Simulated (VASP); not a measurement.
# KMgF3 (P4/mmm) in VASP: a series of runs

KMgF3 is run at these levels: PBEsol; tasks: single point.

Program: VASP 6.6.1. These are calculated values, not measurements. Logs are shortened: lines on timing, memory, paths and dates and some standing lists are left out, and cuts for length are marked.

## 1. The cell of the first run

The structure is tetragonal, space group P4/mmm (No. 123). Conventional cell: a = 4.145 Å, b = 4.145 Å, c = 3.667 Å, α = 90.00°, β = 90.00°, γ = 90.00°. K (site symmetry 4/mmm) has 12 F at 2.77 to 2.93 Å and 8 Mg at 3.46 Å within 3.6 Å. Within 2.4 Å of Mg (site symmetry 4/mmm) lie 6 F at 1.83 to 2.07 Å. F (site symmetry mmm) has 2 Mg at 2.07 Å within 2.7 Å. F (site symmetry 4/mmm) has 2 Mg at 1.83 Å within 2.4 Å.

## 2. Single point, PBEsol (strain +0.040 along x and y, -0.080 along z)

The input, INCAR:

```
SYSTEM = KMgF3
PREC = Accurate
ENCUT = 520
EDIFF = 1E-7
ISMEAR = 0
SIGMA = 0.05
LREAL = .FALSE.
LASPH = .TRUE.
NELM = 100
ALGO = Normal
ISIF = 2
LWAVE = .FALSE.
LCHARG = .FALSE.
GGA = PS
NBANDS = 24
```

The input, KPOINTS:

```
Automatic mesh
0
G
  6 6 6
  0 0 0
```

The input, POSCAR:

```
KMgF3
1.0
    4.1453360000      0.0000000000      0.0000000000
    0.0000000000      4.1453360000      0.0000000000
    0.0000000000      0.0000000000      3.6670280000
K Mg F
1 1 3
Direct
    0.5000000000      0.5000000000      0.5000000000
    0.0000000000      0.0000000000      0.0000000000
    0.5000000000      0.0000000000      0.0000000000
    0.0000000000      0.5000000000      0.0000000000
    0.0000000000      0.0000000000      0.5000000000
```

Potentials or basis: VASP PAW PBE potentials, release 64 (K_sv, Mg, F).

Started as:

```
> cat potpaw_PBE.64/K_sv/POTCAR potpaw_PBE.64/Mg/POTCAR potpaw_PBE.64/F/POTCAR > POTCAR
> mpirun -np 1 vasp_std > vasp.out
```

OUTCAR:

```text
SYSTEM = KMgF3
   PREC = Accurate
   ENCUT = 520
   EDIFF = 1E-7
   ISMEAR = 0
   LREAL = .FALSE.
   LASPH = .TRUE.
   NELM = 100
   ISIF = 2
   GGA = PS

 ion  position               nearest neighbor table
   1  0.500  0.500  0.500-   3 2.77   4 2.77   3 2.77   4 2.77   3 2.77   3 2.77   4 2.77   4 2.77
                             2 3.46   2 3.46   2 3.46   2 3.46   2 3.46   2 3.46   2 3.46   2 3.46
   2  0.000  0.000  0.000-   5 1.83   5 1.83   3 2.07   4 2.07   4 2.07   3 2.07   1 3.46   1 3.46
                             1 3.46   1 3.46   1 3.46   1 3.46   1 3.46   1 3.46
   3  0.500  0.000  0.000-   2 2.07   2 2.07   1 2.77   1 2.77   1 2.77   1 2.77
   4  0.000  0.500  0.000-   2 2.07   2 2.07   1 2.77   1 2.77   1 2.77   1 2.77
   5  0.000  0.000  0.500-   2 1.83   2 1.83

  LATTYP: Found a simple tetragonal cell.
 ALAT       =     4.1453360000
 C/A-ratio  =     0.8846153846

  Lattice vectors:

 A1 = (   4.1453360000,   0.0000000000,   0.0000000000)
 A2 = (   0.0000000000,   4.1453360000,   0.0000000000)
 A3 = (   0.0000000000,   0.0000000000,   3.6670280000)

Analysis of symmetry for initial positions (statically):
=====================================================================
 Subroutine PRICEL returns:
 Original cell was already a primitive cell.

 Routine SETGRP: Setting up the symmetry group for a
 simple tetragonal supercell.

 Subroutine GETGRP returns: Found 16 space group operations
 (whereof 16 operations were pure point group operations)
 out of a pool of 16 trial point group operations.

The static configuration has the point symmetry D_4h.

Analysis of symmetry for dynamics (positions and initial velocities):
=====================================================================
 Subroutine PRICEL returns:
 Original cell was already a primitive cell.

 Routine SETGRP: Setting up the symmetry group for a
 simple tetragonal supercell.

 Subroutine GETGRP returns: Found 16 space group operations
 (whereof 16 operations were pure point group operations)
 out of a pool of 16 trial point group operations.

The dynamic configuration has the point symmetry D_4h.

 Subroutine INISYM returns: Found 16 space group operations
 (whereof 16 operations are pure point group operations),
 and found     1 'primitive' translations

----------------------------------------------------------------------------------------
[... 94 lines left out ...]
   LNONCOLLINEAR =      F non collinear calculations
   LSORBIT =      F    spin-orbit coupling
   LASPH  =      T    aspherical Exc in radial PAW
   ENCUT  =  520.0 eV  38.22 Ry    6.18 a.u.   7.71  7.71  6.82*2*pi/ulx,y,z
   NELM   =    100;   NELMIN=  2; NELMDL= -5     # of ELM steps
   EDIFF  = 0.1E-06   stopping-criterion for ELM
   LREAL  =      F    real-space projection
   EDIFFG = 0.1E-05   stopping-criterion for IOM
   NSW    =      0    number of steps for IOM
   IBRION =     -1    ionic relax: 0-MD 1-quasi-New 2-CG
   NFREE  =      0    steps in history (QN), initial steepest desc. (CG)
   ISIF   =      2    stress and relaxation
   ISYM   =      2    0-nonsym 1-usesym 2-fastsym
   POTIM  = 0.5000    time-step for ionic-motion
   TEBEG  =    0.0;   TEEND  =   0.0 temperature during run
   PSTRESS=    0.0 pullay stress
   NELECT =      32.0000    total number of electrons
   NUPDOWN=      -1.0000    fix difference up-down
   EMIN   =  10.00;   EMAX   =-10.00  energy-range for DOS
   EFERMI =   0.00;   METHOD = LEGACY
   ISMEAR =     0;   SIGMA  =   0.05  broadening in eV -4-tet -1-fermi 0-gaus
   EFERMI_NEDOS =   21; number of points for ismear=-14 and -15
   IALGO  =     38    algorithm
   IMIX   =      4    mixing-type and parameters
     AMIX     =   0.40;   BMIX     =  1.00
     AMIX_MAG =   1.60;   BMIX_MAG =  1.00
  volume/ion in A,a.u.               =      12.60        85.05
  Fermi-wavevector in a.u.,A,eV,Ry     =   1.306112  2.468193 23.210550  1.705927
  Thomas-Fermi vector in A             =   2.436935
   LORBIT       =      0    0 simple, 1 ext, 2 COOP (PROOUT), +10 PAW based schemes
   GGA     = PS    functional components
   LHFCALC =     F    Hartree Fock is set to
   AEXX    =    0.0000 exact exchange contribution
   IVDW    =     0    specifies the selected vdW correction
   LEPSILON=     F    determine dielectric tensor
   LRPA    =     F    only Hartree local field effects (RPA)
 non-spin polarized calculation
 Gauss-broadening in eV      SIGMA  =   0.05
  energy-cutoff  :      520.00
  volume of cell :       63.01
 maximum number of plane-waves:      1736
 NGX is ok and might be reduce to    32
   NGX = 15   NGY = 15   NGZ = 13

 number of electron      31.9999999 magnetization

 Free energy of the ion-electron system (eV)
  ---------------------------------------------------
  ext. energy  EPLUGINS =         0.00000000
  ---------------------------------------------------
  free energy    TOTEN  =       -25.02909177 eV

  energy without entropy =      -25.02909177  energy(sigma->0) =      -25.02909177

 E-fermi :  -1.4394     XC(G=0):  -9.9634

 val. band max:       -1.6622948797   @ k =   0.5000   0.5000   0.5000
 cond. band min:       5.4465307210   @ k =   0.0000   0.0000   0.0000
 fundamental gap:      7.1088256007
 Fermi energy:        -1.4393604128

 k-point     1 :       0.0000    0.0000    0.0000
  band No.  band energies     occupation
      1     -27.1616      2.00000
      2     -21.9715      2.00000
      3     -21.0080      2.00000
      4     -20.8587      2.00000
      5     -10.7650      2.00000
      6     -10.7650      2.00000
[... 637 lines left out ...]
     23      12.1062      0.00000
     24      13.7433      0.00000

 [... further k-points ...]
[... 5 lines left out ...]
  --------------------------------------------------------------------------------------
  -------------------------------------------------------------------------------------
  Total       -1.1791689     -1.1791689      4.9983460      0.0000000      0.0000000      0.0000000
  in kB      -29.9814688    -29.9814688    127.0876046      0.0000000      0.0000000      0.0000000
  external PRESSURE =      22.3748890 kB  Pullay stress =       0.0000000 kB

 VOLUME and BASIS-vectors are now :
 -----------------------------------------------------------------------------
  energy-cutoff  :      520.00
  volume of cell :       63.01
      direct lattice vectors                 reciprocal lattice vectors
     4.145336000  0.000000000  0.000000000     0.241234969  0.000000000  0.000000000
     0.000000000  4.145336000  0.000000000     0.000000000  0.241234969  0.000000000
     0.000000000  0.000000000  3.667028000     0.000000000  0.000000000  0.272700399

 POSITION                                       TOTAL-FORCE (eV/Angst)
 -----------------------------------------------------------------------------------
      2.07267      2.07267      1.83351         0.000000      0.000000      0.000000
      0.00000      0.00000      0.00000         0.000000      0.000000      0.000000
      2.07267      0.00000      0.00000         0.000000      0.000000      0.000000
      0.00000      2.07267      0.00000         0.000000      0.000000      0.000000
      0.00000      0.00000      1.83351         0.000000      0.000000      0.000000
 -----------------------------------------------------------------------------------
    total drift:                                0.000000      0.000000     -0.000000

  FREE ENERGIE OF THE ION-ELECTRON SYSTEM (eV)
  ---------------------------------------------------
  free  energy   TOTEN  =       -25.0290917740 eV

  energy  without entropy=      -25.0290917740  energy(sigma->0) =      -25.02909177
```

Run time: 25 s. Hardware: 1 thread of AMD EPYC 9R45 (Zen 5), shared host; peak memory 0.17 GiB.

Results:

```yaml
Free_energy: -25.0291 eV
Pressure: 2.2 GPa
Band_gap_on_the_k_mesh: 7.11 eV, indirect (least direct gap 7.40 eV)
```

Levels at points of the mesh, in eV from the valence-band top:
| k point | band 14 | band 15 | band 16 | band 17 | band 18 | band 19 |
| --- | --- | --- | --- | --- | --- | --- |
| (0.00, 0.00, 0.00) | -0.31 | -0.31 | -0.29 | 7.11 | 9.68 | 10.24 |
| (0.50, 0.00, 0.00) | -0.61 | -0.53 | -0.48 | 9.76 | 10.18 | 10.73 |
| (0.50, 0.50, 0.00) | -0.77 | -0.77 | -0.12 | 10.69 | 11.09 | 12.13 |
| (0.00, 0.00, 0.50) | -0.87 | -0.54 | -0.54 | 10.35 | 10.46 | 11.64 |
| (0.50, 0.00, 0.50) | -0.75 | -0.73 | -0.05 | 10.75 | 11.87 | 12.44 |
| (0.50, 0.50, 0.50) | -0.07 | 0.00 | 0.00 | 10.21 | 10.21 | 10.32 |

Caveat: the cell differs from its parent crystal (strain +0.040 along x and y, -0.080 along z); the PAW data sets were made with another functional, which shifts forces and pressure a little. A k mesh can miss the band edges.

## 3. Single point, PBEsol (strain +0.080 along x and y, -0.080 along z)

The input, INCAR:

```
PREC     = Accurate       # precision mode
ENCUT    = 520            # plane-wave cutoff, eV
EDIFF    = 1E-6           # SCF threshold, eV
ISMEAR   = 0              # smearing method
SIGMA    = 0.05           # smearing width, eV
LREAL    = False          # projectors in reciprocal space
LASPH    = True           # aspherical terms in the spheres
NELM     = 100            # most SCF steps
ALGO     = Normal         # electronic algorithm
ISIF     = 2              # what is computed and relaxed
LWAVE    = False          # write WAVECAR
LCHARG   = False          # write CHGCAR
GGA      = PS             # functional
NBANDS   = 24             # bands
```

The input, KPOINTS:

```
regular mesh
0
Gamma
  6 6 6
```

POSCAR: that of step 2 with these lines changed.

```diff
@@ -2,4 +2,4 @@
 1.0
-    4.1453360000      0.0000000000      0.0000000000
-    0.0000000000      4.1453360000      0.0000000000
+    4.3047720000      0.0000000000      0.0000000000
+    0.0000000000      4.3047720000      0.0000000000
     0.0000000000      0.0000000000      3.6670280000
```

Potentials or basis: VASP PAW PBE potentials, release 64 (K_sv, Mg, F).

Started as:

```
> cat potpaw_PBE.64/K_sv/POTCAR potpaw_PBE.64/Mg/POTCAR potpaw_PBE.64/F/POTCAR > POTCAR
> mpirun -np 1 vasp_std > vasp.out
```

It took 24 s on 1 thread of AMD EPYC 9R45 (Zen 5), shared host; peak memory 0.18 GiB.

It converged, with:

- Free energy: -24.8747 eV
- Pressure: -1.8 GPa
- Band gap on the k mesh: 6.58 eV, indirect (least direct gap 6.79 eV)

Stress tensor (GPa, compression positive):
```
-7.29  0.00  0.00
 0.00 -7.29  0.00
 0.00  0.00  9.06
```

Levels at points of the mesh, in eV from the valence-band top:
| k point | band 13 | band 14 | band 15 | band 16 | band 17 | band 18 | band 19 | band 20 |
| --- | --- | --- | --- | --- | --- | --- | --- | --- |
| (0.00, 0.00, 0.00) | -0.27 | -0.26 | -0.26 | -0.21 | 6.58 | 9.56 | 10.21 | 11.21 |
| (0.50, 0.00, 0.00) | -0.59 | -0.50 | -0.41 | -0.34 | 9.23 | 9.41 | 10.50 | 11.76 |
| (0.50, 0.50, 0.00) | -0.84 | -0.53 | -0.53 | -0.08 | 10.20 | 10.60 | 11.37 | 11.37 |
| (0.00, 0.00, 0.50) | -1.08 | -0.71 | -0.44 | -0.44 | 9.79 | 10.04 | 11.59 | 12.17 |
| (0.50, 0.00, 0.50) | -0.82 | -0.63 | -0.60 | -0.07 | 10.27 | 11.55 | 11.75 | 12.10 |
| (0.50, 0.50, 0.50) | -0.81 | -0.03 | 0.00 | 0.00 | 9.88 | 9.88 | 10.10 | 12.58 |

Caveat: the cell differs from its parent crystal (strain +0.080 along x and y, -0.080 along z); the PAW data sets were made with another functional, which shifts forces and pressure a little.
